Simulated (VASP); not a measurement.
Set up this calculation in VASP 6.6.1, as the native input.

```
Task                               : single point
Functional                         : HSE06
Potentials or basis                : VASP PAW PBE potentials, release 64 (Sn_d, Se)
Cutoff                             : 520 eV
k mesh                             : 4 × 4 × 4
Occupations                        : fermi-dirac, width 0.05 eV
Spin                               : no spin polarisation
Dipole correction                  : no
Grid for exact exchange (PRECFOCK) : Normal
Further INCAR settings             : ALGO = Normal; EDIFF = 1e-06; NBANDS = 32
Share of exact exchange            : 0.25
Screening parameter                : 0.2079 1/Å
```

Sn3Se:

```xyz
4
Lattice="0.0000 3.6653 3.6653 3.6653 0.0000 3.6653 3.6653 3.6653 0.0000" Properties=species:S:1:pos:R:3 pbc="T T T"
Sn    3.6653    3.6653    3.6653
Sn    5.4979    5.4979    5.4979
Sn    1.8326    1.8326    1.8326
Se    0.0000    0.0000    0.0000
```

The input as run:

POSCAR

```
Sn3Se
1.0
    0.0000000000      3.6652839924      3.6652839924
    3.6652839924      0.0000000000      3.6652839924
    3.6652839924      3.6652839924      0.0000000000
Sn Se
3 1
Direct
    0.5000000000      0.5000000000      0.5000000000
    0.7500000000      0.7500000000      0.7500000000
    0.2500000000      0.2500000000      0.2500000000
    0.0000000000      0.0000000000      0.0000000000
```

INCAR.step1

```
SYSTEM = Sn3Se
PREC     = Accurate       ! precision mode
ENCUT    = 520            ! plane-wave cutoff, eV
EDIFF    = 1E-5           ! SCF threshold, eV
ISMEAR   = -1             ! smearing method
SIGMA    = 0.05           ! smearing width, eV
LREAL    = .FALSE.        ! projectors in reciprocal space
LASPH    = .TRUE.         ! aspherical terms in the spheres
NELM     = 100            ! most SCF steps
ALGO     = Normal         ! electronic algorithm
ISIF     = 2              ! what is computed and relaxed
LWAVE    = .TRUE.         ! write WAVECAR
LCHARG   = .FALSE.        ! write CHGCAR
GGA      = PE             ! functional
NBANDS   = 32             ! bands
KPAR     = 4
```

INCAR.step2

```
SYSTEM = Sn3Se
PREC     = Accurate       ! precision mode
ENCUT    = 520            ! plane-wave cutoff, eV
EDIFF    = 1E-6           ! SCF threshold, eV
ISMEAR   = -1             ! smearing method
SIGMA    = 0.05           ! smearing width, eV
LREAL    = .FALSE.        ! projectors in reciprocal space
LASPH    = .TRUE.         ! aspherical terms in the spheres
NELM     = 100            ! most SCF steps
ALGO     = Normal         ! electronic algorithm
ISIF     = 2              ! what is computed and relaxed
LWAVE    = .FALSE.        ! write WAVECAR
LCHARG   = .FALSE.        ! write CHGCAR
GGA      = PE             ! functional
LHFCALC  = .TRUE.         ! exact exchange
HFSCREEN = 0.2079         ! screening, 1/A
PRECFOCK = Normal       
ISTART   = 1            
NBANDS   = 32             ! bands
KPAR     = 4
```

KPOINTS

```
regular mesh
0
G
  4 4 4
  0 0 0
```

Potentials or basis: VASP PAW PBE potentials, release 64 (Sn_d, Se).

Run with:

```sh
$ cat potpaw_PBE.64/Sn_d/POTCAR potpaw_PBE.64/Se/POTCAR > POTCAR
$ cp INCAR.step1 INCAR
$ mpirun -np 4 vasp_std > vasp.out
$ cp INCAR.step2 INCAR
$ mpirun -np 4 vasp_std > vasp.out
```

It gave:

```
Pressure               : 0.0 GPa
Band gap on the k mesh : zero (bands 24 and 25 overlap by 2.55 eV)
```

Caveat: the k points lie up to 0.37 Å⁻¹ apart, too coarse for converged energies and pressures of a metal; the PAW data sets were made with another functional, which shifts forces and pressure a little; spin-orbit coupling is left out, which moves the levels of the heavy elements.

Run time: 36 min on 4 MPI ranks on Oxide Virtual Turin-like Processor, on a shared host, peak memory 0.36 GiB a rank.
